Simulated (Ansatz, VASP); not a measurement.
# One calculation of ScAl3, two programs

```
Sc Al
1.0
     4.07130    0.00000    0.00000
     0.00000    4.07130    0.12723
     0.00000    0.12723    4.07130
Sc Al
1 3
Direct
  0.00000 0.00000 0.00000
  0.50000 0.00000 0.50000
  0.00000 0.50000 0.50000
  0.50000 0.50000 0.00000
```

Change from the starting cell: strain +0.0625 x Voigt [0, 0, 0, 1, 0, 0], atoms carried along.

Alike in both runs: task single point; functional PBEsol; k mesh 12 × 12 × 12; occupations gaussian, width 0.15 eV; no spin polarisation.

|  | VASP | Ansatz |
| --- | --- | --- |
| version | VASP 6.6.1 | Ansatz 0.2.0 |
| potentials or method | VASP PAW PBE potentials, release 64 (Sc_sv, Al), cutoff 520 eV | scalar-relativistic, plane waves, PAW |
| valence electrons in the cell | 20 | 20 |

Ansatz gave:

| Quantity | Value |
| --- | --- |
| gap on the k mesh at the Fermi level (eV) | none |
| pressure (GPa) | 0.5 |
| traceless stress, the component that is largest in VASP (GPa) | -4.86 |

Problem. What did VASP give for the same quantities?

Solution. gap on the k mesh at the Fermi level (eV): none; pressure (GPa): 0.7; traceless stress, the component that is largest in VASP (GPa): -4.88.

VASP's potentials were made for PBE, not for PBEsol. A gap of «none» marks a metal or a gap that the smearing closes.
